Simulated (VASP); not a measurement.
# GaP (F-43m) in VASP: a series of runs, part 2 of 2

VASP 6.6.1.

## 3. Single point, LDA

The input, INCAR:

```
PREC = Accurate
ENCUT = 520
EDIFF = 1E-6
ISMEAR = 0
SIGMA = 0.03
LREAL = F
LASPH = T
NELM = 100
ALGO = Normal
ISIF = 2
LWAVE = F
LCHARG = F
GGA = CA
NBANDS = 16
```

The input, KPOINTS:

```
regular mesh
0
Gamma
  10 10 10
```

The input, POSCAR:

```
GaP
1.0
    0.0000000000      2.7255000000      2.7255000000
    2.7255000000      0.0000000000      2.7255000000
    2.7255000000      2.7255000000      0.0000000000
Ga P
1 1
Direct
    0.0000000000      0.0000000000      0.0000000000
    0.2500000000      0.2500000000      0.2500000000
```

Potentials or basis: VASP PAW LDA potentials, release 64 (Ga_d, P).

On the command line:

```sh
> cat potpaw_LDA.64/Ga_d/POTCAR potpaw_LDA.64/P/POTCAR > POTCAR
> mpirun -np 1 vasp_std > vasp.out
```

OUTCAR:

```text
PREC = Accurate
   ENCUT = 520
   EDIFF = 1E-6
   ISMEAR = 0
   LREAL = F
   LASPH = T
   NELM = 100
   ISIF = 2
   GGA = CA

 ion  position               nearest neighbor table
   1  0.000  0.000  0.000-   2 2.36   2 2.36   2 2.36   2 2.36
   2  0.250  0.250  0.250-   1 2.36   1 2.36   1 2.36   1 2.36

  LATTYP: Found a face centered cubic cell.
 ALAT       =     5.4510000000

  Lattice vectors:

 A1 = (   0.0000000000,   2.7255000000,   2.7255000000)
 A2 = (   2.7255000000,   0.0000000000,   2.7255000000)
 A3 = (   2.7255000000,   2.7255000000,   0.0000000000)

Analysis of symmetry for initial positions (statically):
=====================================================================
 Subroutine PRICEL returns:
 Original cell was already a primitive cell.

 Routine SETGRP: Setting up the symmetry group for a
 face centered cubic supercell.

 Subroutine GETGRP returns: Found 24 space group operations
 (whereof 24 operations were pure point group operations)
 out of a pool of 48 trial point group operations.

[... 156 lines left out ...]
  ---------------------------------------------------
  ext. energy  EPLUGINS =         0.00000000
  ---------------------------------------------------
  free energy    TOTEN  =       -10.44239820 eV

  energy without entropy =      -10.44239820  energy(sigma->0) =      -10.44239820

 E-fermi :   4.6312     XC(G=0): -10.1633

 val. band max:        4.5007308973   @ k =   0.0000   0.0000   0.0000
 cond. band min:       5.9561569558   @ k =   0.4000   0.4000   0.0000
 fundamental gap:      1.4554260585
 Fermi energy:         4.6312010380

 k-point     1 :       0.0000    0.0000    0.0000
  band No.  band energies     occupation
      1     -10.2020      2.00000
      2     -10.2020      2.00000
      3     -10.2020      2.00000
      4     -10.1039      2.00000
      5     -10.1039      2.00000
      6      -8.0063      2.00000
[... 433 lines left out ...]
      3     -10.1530      2.00000
      4     -10.1283      2.00000
      5     -10.0877      2.00000
      6      -6.0165      2.00000
[... 8 lines left out ...]
     15      16.2936      0.00000
     16      18.0863      0.00000

 [... further k-points ...]
[... 5 lines left out ...]
  --------------------------------------------------------------------------------------
  -------------------------------------------------------------------------------------
  Total       -0.6809837     -0.6809837     -0.6809837      0.0000000      0.0000000     -0.0000000
  in kB      -26.9450357    -26.9450357    -26.9450357      0.0000000      0.0000000     -0.0000000
  external PRESSURE =     -26.9450357 kB  Pullay stress =       0.0000000 kB

 VOLUME and BASIS-vectors are now :
 -----------------------------------------------------------------------------
  energy-cutoff  :      520.00
  volume of cell :       40.49
      direct lattice vectors                 reciprocal lattice vectors
     0.000000000  2.725500000  2.725500000    -0.183452578  0.183452578  0.183452578
     2.725500000  0.000000000  2.725500000     0.183452578 -0.183452578  0.183452578
     2.725500000  2.725500000  0.000000000     0.183452578  0.183452578 -0.183452578

 POSITION                                       TOTAL-FORCE (eV/Angst)
 -----------------------------------------------------------------------------------
      0.00000      0.00000      0.00000         0.000000     -0.000000     -0.000000
      1.36275      1.36275      1.36275        -0.000000      0.000000      0.000000
 -----------------------------------------------------------------------------------
    total drift:                                0.000000      0.000000      0.000000

  FREE ENERGIE OF THE ION-ELECTRON SYSTEM (eV)
  ---------------------------------------------------
  free  energy   TOTEN  =       -10.4423982022 eV

  energy  without entropy=      -10.4423982022  energy(sigma->0) =      -10.44239820
```

stdout:

```text
POSCAR found type information on POSCAR GaP
 POSCAR found :  2 types and       2 ions
 scaLAPACK will be used
 LDA part: xc-table for (Slater(with rela. corr.)+CA(PZ))
 , standard interpolation
 POSCAR, INCAR and KPOINTS ok, starting setup
 FFT: planning ... GRIDC
 FFT: planning ... GRID_SOFT
 FFT: planning ... GRID
 WAVECAR not read
 entering main loop
```

Run time: 54 s. Hardware: 1 thread of Intel Xeon 8259CL, shared host; peak memory 0.16 GiB.

Results:

* Free energy: -10.4424 eV
* Pressure: -2.7 GPa
* Band gap on the k mesh: 1.46 eV, indirect (least direct gap 1.64 eV)

Levels at points of the mesh, in eV from the valence-band top:
| k point | band 5 | band 6 | band 7 | band 8 | band 9 | band 10 | band 11 | band 12 | band 13 | band 14 |
| --- | --- | --- | --- | --- | --- | --- | --- | --- | --- | --- |
| (0.00, 0.00, 0.00) | -14.60 | -12.51 | 0.00 | 0.00 | 0.00 | 1.64 | 3.79 | 3.79 | 3.79 | 8.49 |
| (0.50, 0.00, 0.00) | -14.60 | -10.42 | -6.71 | -1.13 | -1.13 | 1.52 | 4.63 | 4.63 | 8.05 | 10.64 |
| (0.50, 0.50, 0.00) | -14.58 | -9.51 | -6.84 | -2.71 | -2.71 | 1.50 | 1.68 | 10.45 | 10.45 | 10.96 |

A k mesh can miss the band edges.

## 4. Single point, r2SCAN

POSCAR is that of step 3.

The input, INCAR.step1:

```
ALGO     = Normal         # electronic algorithm
EDIFF    = 1E-4           # SCF threshold, eV
ENCUT    = 520            # plane-wave cutoff, eV
GGA      = PE             # functional
ISMEAR   = 0              # smearing method
LASPH    = True           # aspherical terms in the spheres
LCHARG   = False          # write CHGCAR
LREAL    = False          # projectors in reciprocal space
LWAVE    = True           # write WAVECAR
NBANDS   = 16             # bands
NELM     = 60             # most SCF steps
PREC     = Accurate       # precision mode
SIGMA    = 0.03           # smearing width, eV
```

The input, INCAR.step2:

```
ALGO     = Normal         # electronic algorithm
EDIFF    = 1E-7           # SCF threshold, eV
ENCUT    = 520            # plane-wave cutoff, eV
ISIF     = 2              # what is computed and relaxed
ISMEAR   = 0              # smearing method
ISTART   = 1            
LASPH    = True           # aspherical terms in the spheres
LCHARG   = False          # write CHGCAR
LMIXTAU  = True         
LREAL    = False          # projectors in reciprocal space
LWAVE    = False          # write WAVECAR
METAGGA  = R2SCAN         # meta-GGA
NBANDS   = 16             # bands
NELM     = 60             # most SCF steps
PREC     = Accurate       # precision mode
SIGMA    = 0.03           # smearing width, eV
```

The input, KPOINTS:

```
k-points
0
Gamma
  10 10 10
```

Potentials or basis: VASP PAW PBE potentials, release 64 (Ga_d, P).

On the command line:

```sh
> cat potpaw_PBE.64/Ga_d/POTCAR potpaw_PBE.64/P/POTCAR > POTCAR
> cp INCAR.step1 INCAR
> mpirun -np 1 vasp_std > vasp.out
> cp INCAR.step2 INCAR
> mpirun -np 1 vasp_std > vasp.out
```

It took 4.9 min on 1 thread of Intel Xeon 8259CL, shared host; peak memory 0.19 GiB.

The run converged. Its results:

```
Free energy            : -21.4647 eV
Pressure               : 0.0 GPa
Band gap on the k mesh : 1.86 eV, indirect (least direct gap 2.34 eV)
```

Levels at points of the mesh, in eV from the valence-band top:
```csv
k point,band 7,band 8,band 9,band 10,band 11,band 12
"(0.00, 0.00, 0.00)",0.00,0.00,0.00,2.34,4.19,4.19
"(0.50, 0.00, 0.00)",-6.84,-1.17,-1.17,2.04,5.06,5.06
"(0.50, 0.50, 0.00)",-6.96,-2.80,-2.80,1.91,2.10,11.35
```

Caveat: the PAW data sets were made with another functional, which shifts forces and pressure a little. A k mesh can miss the band edges.

## 5. Summary

```csv
level,potentials or basis,gap on the mesh (eV),pressure (GPa)
PBE,"VASP PAW PBE potentials, release 64 (Ga_d, P)",1.61,2.5
LDA,"VASP PAW LDA potentials, release 64 (Ga_d, P)",1.46,-2.7
r2SCAN,"VASP PAW PBE potentials, release 64 (Ga_d, P)",1.86,0.0
```

Alike in all rows: task single point; no spin polarisation; cell as given; k mesh 10 × 10 × 10; cutoff (eV) 520; smearing gaussian 0.03 eV.

Caveats: the PAW data sets were made with another functional, which shifts forces and pressure a little (some runs).

Absolute energies hang on the potentials; compare differences alone.
